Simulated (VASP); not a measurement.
# CaO (r.bp) (Fm-3m) in VASP: single point with PBE

Aim: the single point of CaO (r.bp) with PBE.

Program: VASP 6.6.1. These are calculated values, not measurements. Logs are shortened: lines on timing, memory, paths and dates and some standing lists are left out, and cuts for length are marked.

## (1) The cell of the first run

The structure is cubic, space group Fm-3m (No. 225). Conventional cell: a = 4.781 Å, b = 4.781 Å, c = 4.781 Å, α = 90.00°, β = 90.00°, γ = 90.00°. Ca (site symmetry m-3m) has 6 O at 2.39 Å within 3.2 Å. Within 3.2 Å of O (site symmetry m-3m) lie 6 Ca at 2.39 Å.

## (2) Single point, PBE

INCAR reads:

```
SYSTEM = CaO
ALGO = Normal ; EDIFF = 1E-6
ENCUT = 600 ; GGA = PE
GGA_COMPAT = .False. ; ISIF = 2
ISMEAR = 0 ; LASPH = .True.
LCHARG = .False. ; LREAL = .False.
LWAVE = .False. ; NBANDS = 15
NELM = 120 ; PREC = Accurate
SIGMA = 0.02
```

KPOINTS reads:

```
k-points
0
Gamma
  8 8 8
  0 0 0
```

POSCAR reads:

```
CaO
1.0
    0.0000000000      2.3903322605      2.3903322605
    2.3903322605      0.0000000000      2.3903322605
    2.3903322605      2.3903322605      0.0000000000
Ca O
1 1
Direct
    0.0000000000      0.0000000000      0.0000000000
    0.5000000000      0.5000000000      0.5000000000
```

Potentials or basis: VASP PAW PBE potentials, release 64 (Ca_sv, O).

On the command line:

```
$ cat potpaw_PBE.64/Ca_sv/POTCAR potpaw_PBE.64/O/POTCAR > POTCAR
$ mpirun -np 1 vasp_std > vasp.out
```

OUTCAR:

```text
SYSTEM = CaO
   EDIFF = 1E-6
   ENCUT = 600
   GGA = PE
   ISIF = 2
   ISMEAR = 0
   LASPH = .True.
   LREAL = .False.
   NELM = 120
   PREC = Accurate

 ion  position               nearest neighbor table
   1  0.000  0.000  0.000-   2 2.39   2 2.39   2 2.39   2 2.39   2 2.39   2 2.39
   2  0.500  0.500  0.500-   1 2.39   1 2.39   1 2.39   1 2.39   1 2.39   1 2.39

  LATTYP: Found a face centered cubic cell.
 ALAT       =     4.7806645210

  Lattice vectors:

 A1 = (   0.0000000000,   2.3903322605,   2.3903322605)
 A2 = (   2.3903322605,   0.0000000000,   2.3903322605)
 A3 = (   2.3903322605,   2.3903322605,   0.0000000000)

Analysis of symmetry for initial positions (statically):
=====================================================================
 Subroutine PRICEL returns:
 Original cell was already a primitive cell.

 Routine SETGRP: Setting up the symmetry group for a
 face centered cubic supercell.

 Subroutine GETGRP returns: Found 48 space group operations
 (whereof 48 operations were pure point group operations)
 out of a pool of 48 trial point group operations.

The static configuration has the point symmetry O_h .

Analysis of symmetry for dynamics (positions and initial velocities):
=====================================================================
 Subroutine PRICEL returns:
 Original cell was already a primitive cell.

 Routine SETGRP: Setting up the symmetry group for a
 face centered cubic supercell.

 Subroutine GETGRP returns: Found 48 space group operations
 (whereof 48 operations were pure point group operations)
 out of a pool of 48 trial point group operations.

The dynamic configuration has the point symmetry O_h .

 Subroutine INISYM returns: Found 48 space group operations
 (whereof 48 operations are pure point group operations),
 and found     1 'primitive' translations

----------------------------------------------------------------------------------------

                                     Primitive cell

  volume of cell :      27.3152

  direct lattice vectors                    reciprocal lattice vectors
     0.000000000  2.390332261  2.390332261    -0.209175941  0.209175941  0.209175941
     2.390332261  0.000000000  2.390332261     0.209175941 -0.209175941  0.209175941
     2.390332261  2.390332261  0.000000000     0.209175941  0.209175941 -0.209175941

  length of vectors
     3.380440301  3.380440301  3.380440301     0.362303358  0.362303358  0.362303358

  position of ions in fractional coordinates (direct lattice)
     0.000000000  0.000000000  0.000000000
     0.500000000  0.500000000  0.500000000

  ion indices of the primitive-cell ions
   primitive index   ion index
                 1           1
                 2           2

----------------------------------------------------------------------------------------

 KPOINTS: k-points

Automatic generation of k-mesh.
 Grid dimensions read from file:
 generate k-points for:    8    8    8

 Generating k-lattice:

  Cartesian coordinates                     Fractional coordinates (reciprocal lattice)
    -0.026146993  0.026146993  0.026146993     0.125000000  0.000000000  0.000000000
     0.026146993 -0.026146993  0.026146993     0.000000000  0.125000000  0.000000000
     0.026146993  0.026146993 -0.026146993     0.000000000  0.000000000  0.125000000

  Length of vectors
     0.045287920  0.045287920  0.045287920

  Shift w.r.t. Gamma in fractional coordinates (k-lattice)
     0.000000000  0.000000000  0.000000000

 Subroutine IBZKPT returns following result:
 ===========================================

 Found     29 irreducible k-points:

 Following reciprocal coordinates:
            Coordinates               Weight
  0.000000  0.000000  0.000000      1.000000
  0.125000  0.000000  0.000000      8.000000
  0.250000  0.000000  0.000000      8.000000
  0.375000  0.000000  0.000000      8.000000
  0.500000  0.000000  0.000000      4.000000
  0.125000  0.125000  0.000000      6.000000
[... 16 lines left out ...]
  0.500000  0.250000  0.125000     48.000000
 -0.375000  0.250000  0.125000     24.000000
 [... further k-points ...]
   k-points           NKPTS =     29   k-points in BZ     NKDIM =     29   number of bands    NBANDS=     15
   number of dos      NEDOS =    301   number of ions     NIONS =      2
   total plane-waves  NPLWV =  21952
   dimension x,y,z NGX =    28 NGY =   28 NGZ =   28
   dimension x,y,z NGXF=    56 NGYF=   56 NGZF=   56
   ions per type =               1   1
   NGX,Y,Z   is equivalent  to a cutoff of  13.77, 13.77, 13.77 a.u.
   NGXF,Y,Z  is equivalent  to a cutoff of  27.54, 27.54, 27.54 a.u.
 SYSTEM =  CaO
   PREC   = accura    normal or accurate (medium, high low for compatibility)
   ISTART =      0    job   : 0-new  1-cont  2-samecut
   ICHARG =      2    charge: 1-file 2-atom 10-const
   ISPIN  =      1    spin polarized calculation?
   LNONCOLLINEAR =      F non collinear calculations
   LSORBIT =      F    spin-orbit coupling
   LASPH  =      T    aspherical Exc in radial PAW
   ENCUT  =  600.0 eV  44.10 Ry    6.64 a.u.   6.75  6.75  6.75*2*pi/ulx,y,z
   NELM   =    120;   NELMIN=  2; NELMDL= -5     # of ELM steps
   EDIFF  = 0.1E-05   stopping-criterion for ELM
   LREAL  =      F    real-space projection
   EDIFFG = 0.1E-04   stopping-criterion for IOM
   NSW    =      0    number of steps for IOM
   IBRION =     -1    ionic relax: 0-MD 1-quasi-New 2-CG
   NFREE  =      0    steps in history (QN), initial steepest desc. (CG)
   ISIF   =      2    stress and relaxation
   ISYM   =      2    0-nonsym 1-usesym 2-fastsym
   POTIM  = 0.5000    time-step for ionic-motion
   TEBEG  =    0.0;   TEEND  =   0.0 temperature during run
   PSTRESS=    0.0 pullay stress
   NELECT =      16.0000    total number of electrons
   NUPDOWN=      -1.0000    fix difference up-down
   EMIN   =  10.00;   EMAX   =-10.00  energy-range for DOS
   EFERMI =   0.00;   METHOD = LEGACY
   ISMEAR =     0;   SIGMA  =   0.02  broadening in eV -4-tet -1-fermi 0-gaus
   EFERMI_NEDOS =   21; number of points for ismear=-14 and -15
   IALGO  =     38    algorithm
   IMIX   =      4    mixing-type and parameters
     AMIX     =   0.40;   BMIX     =  1.00
     AMIX_MAG =   1.60;   BMIX_MAG =  1.00
  volume/ion in A,a.u.               =      13.66        92.17
  Fermi-wavevector in a.u.,A,eV,Ry     =   1.369767  2.588483 25.528072  1.876260
  Thomas-Fermi vector in A             =   2.495613
   LORBIT       =      0    0 simple, 1 ext, 2 COOP (PROOUT), +10 PAW based schemes
   GGA     = PE    functional components
   LHFCALC =     F    Hartree Fock is set to
   AEXX    =    0.0000 exact exchange contribution
   IVDW    =     0    specifies the selected vdW correction
   LEPSILON=     F    determine dielectric tensor
   LRPA    =     F    only Hartree local field effects (RPA)
 non-spin polarized calculation
 Gauss-broadening in eV      SIGMA  =   0.02
  energy-cutoff  :      600.00
  volume of cell :       27.32
 maximum number of plane-waves:       941
   NGX = 13   NGY = 13   NGZ = 13

 number of electron      15.9999997 magnetization

 Free energy of the ion-electron system (eV)
  ---------------------------------------------------
  ext. energy  EPLUGINS =         0.00000000
  ---------------------------------------------------
  free energy    TOTEN  =       -12.79423633 eV

  energy without entropy =      -12.79423633  energy(sigma->0) =      -12.79423633

 E-fermi :   2.5906     XC(G=0): -10.5540

 val. band max:        2.4408971507   @ k =   0.0000   0.0000   0.0000
 cond. band min:       6.0721654489   @ k =   0.5000   0.5000   0.0000
 fundamental gap:      3.6312682983
 Fermi energy:         2.5906167222

 k-point     1 :       0.0000    0.0000    0.0000
  band No.  band energies     occupation
      1     -35.1299      2.00000
      2     -15.8820      2.00000
      3     -15.8820      2.00000
      4     -15.8820      2.00000
      5     -13.1229      2.00000
      6       2.4409      2.00000
      7       2.4409      2.00000
      8       2.4409      2.00000
      9       7.2869      0.00000
     10       8.7064      0.00000
     11       8.7064      0.00000
     12       8.7064      0.00000
     13      10.2384      0.00000
     14      10.2384      0.00000
     15      17.6163      0.00000

 k-point     2 :       0.1250    0.0000    0.0000
  band No.  band energies     occupation
      1     -35.1139      2.00000
      2     -16.1116      2.00000
      3     -15.8903      2.00000
      4     -15.8903      2.00000
      5     -12.8834      2.00000
      6       1.9018      2.00000
      7       2.2242      2.00000
      8       2.2242      2.00000
      9       7.9727      0.00000
     10       8.6690      0.00000
     11       8.9760      0.00000
     12       8.9760      0.00000
     13      10.6161      0.00000
     14      10.6161      0.00000
     15      18.2114      0.00000

 k-point     3 :       0.2500    0.0000    0.0000
  band No.  band energies     occupation
      1     -35.0749      2.00000
      2     -16.5628      2.00000
      3     -15.9102      2.00000
      4     -15.9102      2.00000
      5     -12.4066      2.00000
      6       0.8880      2.00000
      7       1.7609      2.00000
      8       1.7609      2.00000
      9       8.7466      0.00000
     10       9.4384      0.00000
     11       9.6836      0.00000
     12       9.6836      0.00000
     13      11.5232      0.00000
     14      11.5232      0.00000
     15      18.5530      0.00000
[... 343 lines left out ...]
 k-point    23 :       0.5000    0.2500    0.1250
  band No.  band energies     occupation
      1     -35.0153      2.00000
      2     -16.7641      2.00000
      3     -16.1183      2.00000
      4     -15.9874      2.00000
      5     -12.2131      2.00000
      6       0.4168      2.00000
      7       1.3475      2.00000
      8       1.5887      2.00000
      9       8.3606      0.00000
     10      10.0295      0.00000
     11      10.9955      0.00000
     12      11.1158      0.00000
     13      12.4847      0.00000
     14      13.6996      0.00000
     15      17.4273      0.00000

 k-point    24 :      -0.3750    0.2500    0.1250
  band No.  band energies     occupation
      1     -35.0023      2.00000
      2     -16.8292      2.00000
      3     -16.1341      2.00000
      4     -16.0142      2.00000
      5     -12.1560      2.00000
      6       0.3651      2.00000
      7       1.2974      2.00000
      8       1.3620      2.00000
      9       9.2536      0.00000
     10       9.3349      0.00000
     11      11.2922      0.00000
     12      11.5030      0.00000
     13      12.7783      0.00000
     14      14.5180      0.00000
     15      16.4876      0.00000

 [... further k-points ...]

------------------------ aborting loop because EDIFF is reached ----------------------------------------

  FORCE on cell =-STRESS in cart. coord.  units (eV):
  Direction    XX          YY          ZZ          XY          YZ          ZX
  --------------------------------------------------------------------------------------
  -------------------------------------------------------------------------------------
  Total        0.6890653      0.6890653      0.6890653     -0.0000000     -0.0000000      0.0000000
  in kB       40.4171934     40.4171934     40.4171934     -0.0000000     -0.0000000      0.0000000
  external PRESSURE =      40.4171934 kB  Pullay stress =       0.0000000 kB

 VOLUME and BASIS-vectors are now :
 -----------------------------------------------------------------------------
  energy-cutoff  :      600.00
  volume of cell :       27.32
      direct lattice vectors                 reciprocal lattice vectors
     0.000000000  2.390332261  2.390332261    -0.209175941  0.209175941  0.209175941
     2.390332261  0.000000000  2.390332261     0.209175941 -0.209175941  0.209175941
     2.390332261  2.390332261  0.000000000     0.209175941  0.209175941 -0.209175941

 POSITION                                       TOTAL-FORCE (eV/Angst)
 -----------------------------------------------------------------------------------
      0.00000      0.00000      0.00000         0.000000     -0.000000      0.000000
      2.39033      2.39033      2.39033        -0.000000      0.000000     -0.000000
 -----------------------------------------------------------------------------------
    total drift:                                0.000000      0.000000      0.000000

  FREE ENERGIE OF THE ION-ELECTRON SYSTEM (eV)
  ---------------------------------------------------
  free  energy   TOTEN  =       -12.7942363250 eV

  energy  without entropy=      -12.7942363250  energy(sigma->0) =      -12.79423633
```

It took 10 s on 1 thread of Intel Xeon Platinum 8488C (Sapphire Rapids), shared host; peak memory 0.16 GiB.

Results:

```
Free energy            : -12.7942 eV
Pressure               : 4.0 GPa
Band gap on the k mesh : 3.63 eV, indirect (least direct gap 4.00 eV)
```

A k mesh can miss the band edges. As with any semilocal functional, this PBE gap is likely too small.
